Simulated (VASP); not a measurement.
# SrO (l.bA) (Fm-3m) in VASP: notebook

Runs on SrO (l.bA). Level: LDA. Tasks: single point.

Everything below comes from runs of VASP 6.6.1. Logs are shortened: lines on timing, memory, paths and dates and some standing lists are left out, and cuts for length are marked.

### Step 1. The cell of the first run

It takes space group Fm-3m (No. 225, cubic). Conventional cell: a = 5.130 Å, b = 5.130 Å, c = 5.130 Å, α = 90.00°, β = 90.00°, γ = 90.00°. Within 3.4 Å of Sr (site symmetry m-3m) lie 6 O at 2.56 Å. O (site symmetry m-3m) has 6 Sr at 2.56 Å within 3.4 Å.

### Step 2. Single point, LDA

File INCAR:

```
SYSTEM = SrO
ALGO = Normal ; EDIFF = 1E-6
ENCUT = 600 ; GGA_COMPAT = .False.
ISIF = 2 ; ISMEAR = 0
LASPH = .True. ; LCHARG = .True.
LELF = .True. ; LREAL = .False.
LVHAR = .True. ; LWAVE = .False.
NBANDS = 15 ; NELM = 120
PREC = Accurate ; SIGMA = 0.1
```

File KPOINTS:

```
k-points
0
Gamma
  6 6 6
  0 0 0
```

File POSCAR:

```
SrO
1.0
    0.0000000000      2.5650000000      2.5650000000
    2.5650000000      0.0000000000      2.5650000000
    2.5650000000      2.5650000000      0.0000000000
Sr O
1 1
Direct
    0.0000000000      0.0000000000      0.0000000000
    0.5000000000      0.5000000000      0.5000000000
```

Potentials or basis: VASP PAW LDA potentials, release 64 (Sr_sv, O).

Started as:

```sh
$ cat potpaw_LDA.64/Sr_sv/POTCAR potpaw_LDA.64/O/POTCAR > POTCAR
$ mpirun -np 1 vasp_std > vasp.out
```

OUTCAR:

```text
SYSTEM = SrO
   EDIFF = 1E-6
   ENCUT = 600
   ISIF = 2
   ISMEAR = 0
   LASPH = .True.
   LREAL = .False.
   NELM = 120
   PREC = Accurate

 ion  position               nearest neighbor table
   1  0.000  0.000  0.000-   2 2.56   2 2.56   2 2.56   2 2.56   2 2.56   2 2.56
   2  0.500  0.500  0.500-   1 2.56   1 2.56   1 2.56   1 2.56   1 2.56   1 2.56

  LATTYP: Found a face centered cubic cell.
 ALAT       =     5.1300000000

  Lattice vectors:

 A1 = (   0.0000000000,   2.5650000000,   2.5650000000)
 A2 = (   2.5650000000,   0.0000000000,   2.5650000000)
 A3 = (   2.5650000000,   2.5650000000,   0.0000000000)

Analysis of symmetry for initial positions (statically):
=====================================================================
 Subroutine PRICEL returns:
 Original cell was already a primitive cell.

 Routine SETGRP: Setting up the symmetry group for a
 face centered cubic supercell.

 Subroutine GETGRP returns: Found 48 space group operations
 (whereof 48 operations were pure point group operations)
 out of a pool of 48 trial point group operations.

The static configuration has the point symmetry O_h .

Analysis of symmetry for dynamics (positions and initial velocities):
=====================================================================
 Subroutine PRICEL returns:
 Original cell was already a primitive cell.

 Routine SETGRP: Setting up the symmetry group for a
 face centered cubic supercell.

 Subroutine GETGRP returns: Found 48 space group operations
 (whereof 48 operations were pure point group operations)
 out of a pool of 48 trial point group operations.

The dynamic configuration has the point symmetry O_h .

 Subroutine INISYM returns: Found 48 space group operations
 (whereof 48 operations are pure point group operations),
 and found     1 'primitive' translations

----------------------------------------------------------------------------------------

                                     Primitive cell

  volume of cell :      33.7514

  direct lattice vectors                    reciprocal lattice vectors
     0.000000000  2.565000000  2.565000000    -0.194931774  0.194931774  0.194931774
     2.565000000  0.000000000  2.565000000     0.194931774 -0.194931774  0.194931774
     2.565000000  2.565000000  0.000000000     0.194931774  0.194931774 -0.194931774

  length of vectors
     3.627457787  3.627457787  3.627457787     0.337631736  0.337631736  0.337631736

  position of ions in fractional coordinates (direct lattice)
     0.000000000  0.000000000  0.000000000
     0.500000000  0.500000000  0.500000000

  ion indices of the primitive-cell ions
   primitive index   ion index
                 1           1
                 2           2

----------------------------------------------------------------------------------------

 KPOINTS: k-points

Automatic generation of k-mesh.
 Grid dimensions read from file:
 generate k-points for:    6    6    6

 Generating k-lattice:

  Cartesian coordinates                     Fractional coordinates (reciprocal lattice)
    -0.032488629  0.032488629  0.032488629     0.166666667  0.000000000  0.000000000
     0.032488629 -0.032488629  0.032488629     0.000000000  0.166666667  0.000000000
     0.032488629  0.032488629 -0.032488629     0.000000000  0.000000000  0.166666667

  Length of vectors
     0.056271956  0.056271956  0.056271956

  Shift w.r.t. Gamma in fractional coordinates (k-lattice)
     0.000000000  0.000000000  0.000000000

 Subroutine IBZKPT returns following result:
 ===========================================

 Found     16 irreducible k-points:

 Following reciprocal coordinates:
            Coordinates               Weight
  0.000000  0.000000  0.000000      1.000000
  0.166667  0.000000  0.000000      8.000000
  0.333333  0.000000  0.000000      8.000000
  0.500000  0.000000  0.000000      4.000000
  0.166667  0.166667  0.000000      6.000000
  0.333333  0.166667  0.000000     24.000000
[... 8 lines left out ...]
 -0.333333  0.333333  0.166667     24.000000
 -0.333333  0.500000  0.166667     12.000000
   k-points           NKPTS =     16   k-points in BZ     NKDIM =     16   number of bands    NBANDS=     15
   number of dos      NEDOS =    301   number of ions     NIONS =      2
   total plane-waves  NPLWV =  27000
   dimension x,y,z NGX =    30 NGY =   30 NGZ =   30
   dimension x,y,z NGXF=    60 NGYF=   60 NGZF=   60
   ions per type =               1   1
   NGX,Y,Z   is equivalent  to a cutoff of  13.75, 13.75, 13.75 a.u.
   NGXF,Y,Z  is equivalent  to a cutoff of  27.50, 27.50, 27.50 a.u.
 SYSTEM =  SrO
   PREC   = accura    normal or accurate (medium, high low for compatibility)
   ISTART =      0    job   : 0-new  1-cont  2-samecut
   ICHARG =      2    charge: 1-file 2-atom 10-const
   ISPIN  =      1    spin polarized calculation?
   LNONCOLLINEAR =      F non collinear calculations
   LSORBIT =      F    spin-orbit coupling
   LASPH  =      T    aspherical Exc in radial PAW
   ENCUT  =  600.0 eV  44.10 Ry    6.64 a.u.   7.24  7.24  7.24*2*pi/ulx,y,z
   NELM   =    120;   NELMIN=  2; NELMDL= -5     # of ELM steps
   EDIFF  = 0.1E-05   stopping-criterion for ELM
   LREAL  =      F    real-space projection
   EDIFFG = 0.1E-04   stopping-criterion for IOM
   NSW    =      0    number of steps for IOM
   IBRION =     -1    ionic relax: 0-MD 1-quasi-New 2-CG
   NFREE  =      0    steps in history (QN), initial steepest desc. (CG)
   ISIF   =      2    stress and relaxation
   ISYM   =      2    0-nonsym 1-usesym 2-fastsym
   POTIM  = 0.5000    time-step for ionic-motion
   TEBEG  =    0.0;   TEEND  =   0.0 temperature during run
   PSTRESS=    0.0 pullay stress
   NELECT =      16.0000    total number of electrons
   NUPDOWN=      -1.0000    fix difference up-down
   EMIN   =  10.00;   EMAX   =-10.00  energy-range for DOS
   EFERMI =   0.00;   METHOD = LEGACY
   ISMEAR =     0;   SIGMA  =   0.10  broadening in eV -4-tet -1-fermi 0-gaus
   EFERMI_NEDOS =   21; number of points for ismear=-14 and -15
   IALGO  =     38    algorithm
   IMIX   =      4    mixing-type and parameters
     AMIX     =   0.40;   BMIX     =  1.00
     AMIX_MAG =   1.60;   BMIX_MAG =  1.00
  volume/ion in A,a.u.               =      16.88       113.88
  Fermi-wavevector in a.u.,A,eV,Ry     =   1.276490  2.412217 22.169701  1.629427
  Thomas-Fermi vector in A             =   2.409143
   LORBIT       =      0    0 simple, 1 ext, 2 COOP (PROOUT), +10 PAW based schemes
   GGA     = CA    functional components
   LHFCALC =     F    Hartree Fock is set to
   AEXX    =    0.0000 exact exchange contribution
   IVDW    =     0    specifies the selected vdW correction
   LEPSILON=     F    determine dielectric tensor
   LRPA    =     F    only Hartree local field effects (RPA)
 non-spin polarized calculation
 Gauss-broadening in eV      SIGMA  =   0.10
  energy-cutoff  :      600.00
  volume of cell :       33.75
 maximum number of plane-waves:      1158
 NGX is ok and might be reduce to    30
   NGX = 15   NGY = 15   NGZ = 15

 number of electron      15.9999997 magnetization

 Free energy of the ion-electron system (eV)
  ---------------------------------------------------
  ext. energy  EPLUGINS =         0.00000000
  ---------------------------------------------------
  free energy    TOTEN  =       -13.38033999 eV

  energy without entropy =      -13.38033999  energy(sigma->0) =      -13.38033999

 E-fermi :   1.8205     XC(G=0): -10.5602

 val. band max:        1.3761547870   @ k =   0.0000   0.0000   0.0000
 cond. band min:       4.4712716222   @ k =   0.5000   0.5000   0.0000
 fundamental gap:      3.0951168352
 Fermi energy:         1.8204896164

 k-point     1 :       0.0000    0.0000    0.0000
  band No.  band energies     occupation
      1     -30.6839      2.00000
      2     -13.3924      2.00000
      3     -12.4027      2.00000
      4     -12.4027      2.00000
      5     -12.4027      2.00000
      6       1.3762      2.00000
      7       1.3762      2.00000
      8       1.3762      2.00000
      9       5.2271      0.00000
     10       7.4960      0.00000
     11       7.4960      0.00000
     12       7.4960      0.00000
     13       9.7362      0.00000
     14       9.7362      0.00000
     15      13.8510      0.00000

 k-point     2 :       0.1667    0.0000    0.0000
  band No.  band energies     occupation
      1     -30.6471      2.00000
      2     -14.0154      2.00000
      3     -12.4248      2.00000
      4     -12.4248      2.00000
      5     -11.8667      2.00000
      6       0.6198      2.00000
      7       1.0358      2.00000
      8       1.0358      2.00000
      9       6.3999      0.00000
     10       7.2820      0.00000
     11       8.0436      0.00000
     12       8.0436      0.00000
     13      10.4519      0.00000
     14      10.4519      0.00000
     15      15.5632      0.00000

 k-point     3 :       0.3333    0.0000    0.0000
  band No.  band energies     occupation
      1     -30.5722      2.00000
      2     -14.7497      2.00000
      3     -12.4682      2.00000
      4     -12.4682      2.00000
      5     -11.3070      2.00000
      6      -0.4455      2.00000
      7       0.4559      2.00000
      8       0.4559      2.00000
      9       7.4748      0.00000
     10       8.5432      0.00000
     11       9.3762      0.00000
     12       9.3762      0.00000
     13      12.0558      0.00000
     14      12.0558      0.00000
     15      17.2217      0.00000
[... 199 lines left out ...]
 k-point    15 :      -0.3333    0.3333    0.1667
  band No.  band energies     occupation
      1     -30.5003      2.00000
      2     -14.4744      2.00000
      3     -12.9756      2.00000
      4     -12.8153      2.00000
      5     -11.6361      2.00000
      6       0.0015      2.00000
      7       0.6926      2.00000
      8       0.7590      2.00000
      9       7.4870      0.00000
     10       7.6081      0.00000
     11      10.3984      0.00000
     12      11.5125      0.00000
     13      12.9114      0.00000
     14      14.2139      0.00000
     15      15.0702      0.00000

 k-point    16 :      -0.3333    0.5000    0.1667
  band No.  band energies     occupation
      1     -30.4894      2.00000
      2     -14.0159      2.00000
      3     -13.2814      2.00000
      4     -12.9633      2.00000
      5     -11.9449      2.00000
      6       0.4649      2.00000
      7       0.9258      2.00000
      8       1.0384      2.00000
      9       5.8897      0.00000
     10       8.8765      0.00000
     11       9.8701      0.00000
     12      12.4502      0.00000
     13      12.5915      0.00000
     14      14.1970      0.00000
     15      14.8547      0.00000

------------------------ aborting loop because EDIFF is reached ----------------------------------------

  FORCE on cell =-STRESS in cart. coord.  units (eV):
  Direction    XX          YY          ZZ          XY          YZ          ZX
  --------------------------------------------------------------------------------------
  -------------------------------------------------------------------------------------
  Total       -0.6527929     -0.6527929     -0.6527929      0.0000000      0.0000000      0.0000000
  in kB      -30.9880264    -30.9880264    -30.9880264      0.0000000      0.0000000      0.0000000
  external PRESSURE =     -30.9880264 kB  Pullay stress =       0.0000000 kB

 VOLUME and BASIS-vectors are now :
 -----------------------------------------------------------------------------
  energy-cutoff  :      600.00
  volume of cell :       33.75
      direct lattice vectors                 reciprocal lattice vectors
     0.000000000  2.565000000  2.565000000    -0.194931774  0.194931774  0.194931774
     2.565000000  0.000000000  2.565000000     0.194931774 -0.194931774  0.194931774
     2.565000000  2.565000000  0.000000000     0.194931774  0.194931774 -0.194931774

 POSITION                                       TOTAL-FORCE (eV/Angst)
 -----------------------------------------------------------------------------------
      0.00000      0.00000      0.00000         0.000000     -0.000000      0.000000
      2.56500      2.56500      2.56500        -0.000000      0.000000     -0.000000
 -----------------------------------------------------------------------------------
    total drift:                                0.000000      0.000000      0.000000

  FREE ENERGIE OF THE ION-ELECTRON SYSTEM (eV)
  ---------------------------------------------------
  free  energy   TOTEN  =       -13.3803399935 eV

  energy  without entropy=      -13.3803399935  energy(sigma->0) =      -13.38033999
```

It took 5.9 s on 1 thread of Intel Xeon 6975P-C (Granite Rapids), shared host; peak memory 0.15 GiB.

Results:

```yaml
Free_energy: -13.3803 eV
Pressure: -3.1 GPa
Band_gap_on_the_k_mesh: 3.10 eV, indirect (least direct gap 3.17 eV)
```

Levels at points of the mesh, in eV from the valence-band top:
```csv
k point,band 4,band 5,band 6,band 7,band 8,band 9,band 10,band 11,band 12,band 13
"(0.00, 0.00, 0.00)",-13.78,-13.78,0.00,0.00,0.00,3.85,6.12,6.12,6.12,8.36
"(0.50, 0.00, 0.00)",-13.87,-12.48,-2.26,-1.17,-1.17,6.48,8.33,8.84,8.84,12.02
"(0.50, 0.50, 0.00)",-14.17,-14.17,-0.41,-0.08,-0.08,3.10,7.81,10.23,10.24,11.20
```

A k mesh can miss the band edges.

### Step 3. Single point, LDA

This run uses another cell than the first one, of 16.24 Å³/atom, 0.962 times its volume.

File INCAR:

```
SYSTEM = SrO
PREC = Accurate
ENCUT = 600
EDIFF = 1E-6
ISMEAR = 0
SIGMA = 0.02
LREAL = .FALSE.
LASPH = .TRUE.
NELM = 120
ALGO = Normal
ISIF = 2
LWAVE = .FALSE.
LCHARG = .FALSE.
GGA = CA
NBANDS = 15
GGA_COMPAT = .FALSE.
```

File KPOINTS:

```
Automatic mesh
0
G
  8 8 8
  0 0 0
```

File POSCAR:

```
SrO
1.0
    0.0000000000      2.5323402355      2.5323402355
    2.5323402355      0.0000000000      2.5323402355
    2.5323402355      2.5323402355      0.0000000000
Sr O
1 1
Direct
    0.0000000000      0.0000000000      0.0000000000
    0.5000000000      0.5000000000      0.5000000000
```

Potentials or basis: VASP PAW LDA potentials, release 64 (Sr_sv, O).

Started as:

```sh
$ cat potpaw_LDA.64/Sr_sv/POTCAR potpaw_LDA.64/O/POTCAR > POTCAR
$ mpirun -np 1 vasp_std > vasp.out
```

It took 8.7 s on 1 thread of Intel Xeon 6975P-C (Granite Rapids), shared host; peak memory 0.15 GiB.

Results (log left out):

- Free energy: -13.3888 eV
- Pressure: 0.7 GPa
- Band gap on the k mesh: 3.06 eV, indirect (least direct gap 3.11 eV)

Levels at points of the mesh, in eV from the valence-band top:
```csv
k point,band 4,band 5,band 6,band 7,band 8,band 9,band 10,band 11,band 12,band 13
"(0.00, 0.00, 0.00)",-13.61,-13.61,0.00,0.00,0.00,4.13,6.20,6.20,6.20,8.53
"(0.50, 0.00, 0.00)",-13.70,-12.29,-2.33,-1.25,-1.25,6.64,8.63,9.07,9.07,12.40
"(0.50, 0.50, 0.00)",-14.05,-14.05,-0.34,-0.05,-0.05,3.06,8.11,10.49,10.58,11.52
```

A k mesh can miss the band edges. LDA gaps usually lie below the measured ones, often by a third to a half.

[end of part 1 of 2]
